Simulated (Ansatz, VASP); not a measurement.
Two plane-wave programs on NiO

```xyz
2
Lattice="0.0000 2.2592 2.2592 2.2592 0.0000 2.2592 2.2592 2.2592 0.0000" Properties=species:S:1:pos:R:3 pbc="T T T"
Ni    0.0000    0.0000    0.0000
O     1.1296    1.1296    1.1296
```

Change from the starting cell: volume scaled by 1.025, PAW files.

Alike in both runs: task electric field gradients; functional PBE; k mesh 14 × 14 × 14; occupations fermi-dirac, width 0.03 eV; collinear spin.

|  | VASP | Ansatz |
| --- | --- | --- |
| version | VASP 6.6.1 | Ansatz 0.2.0 |
| potentials or method | VASP PAW PBE potentials, release 64 (Ni, O) | PAW with Ansatz's default frozen-core files, scalar-relativistic |
| plane-wave cutoff (eV) | 520 | 420 |
| valence electrons in the cell | 16 | 24 |

Ansatz gave:

```
pressure (GPa)                                                : -3.4
net moment per atom (μB)                                      : 0.98
size of the moment on the site where the two differ most (μB) : 1.49
```

Q: Estimate VASP's values.

A: Pressure (GPa): -3.2; net moment per atom (μB): 0.98; size of the moment on the site where the two differ most (μB): 1.52.

Site moments also hang on the region over which each program counts them. The functional is the same, so the differences come from potentials, cutoffs and numerics. VASP's potentials hold 16 valence electrons a cell and Ansatz's 24, so a difference there can come from the potentials and not from the codes.
